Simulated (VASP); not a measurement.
# N2: single point with PBE+D3(BJ)

The system is N2, in a box.

```
N
1.0
    15.00000    0.00000    0.00000
     0.00000   15.50000    0.00000
     0.00000    0.00000   16.00000
N
2
Cartesian
  7.5279 7.7347 7.4498
  7.4721 7.7653 8.5502
```

```
Program                : VASP 6.6.1
Task                   : single point
Functional             : PBE
Dispersion             : D3(BJ)
Potentials or basis    : VASP PAW PBE potentials, release 64 (N)
Cutoff                 : 520 eV
k mesh                 : 1 × 1 × 1
Occupations            : gaussian, width 0.005 eV
Spin                   : no spin polarisation
Dipole correction      : no
Further INCAR settings : ALGO = Normal; EDIFF = 1e-06; NBANDS = 12; ISYM = 0
```

```json
{"Largest force": "1.742 eV/Å", "Gap between the frontier levels": "8.20 eV", "Dispersion energy per atom": "-0.006 eV"}
```

Forces in eV/Å, atoms in the order of the input:
```
N    0.088 -0.048 -1.739
N   -0.088  0.048  1.739
```

Levels at points of the mesh, in eV from the valence-band top:
```tsv
k point	band 3	band 4	band 5	band 6	band 7	band 8
(0.00, 0.00, 0.00)	-1.42	-1.42	0.00	8.20	8.20	10.05
```

It took 2.2 min on 1 thread of Intel(R) Xeon(R) 6975P-C (Granite Rapids), on a shared host, peak memory 2 GiB.

Caveat: the standard files for N, O and F lose accuracy on very short bonds.
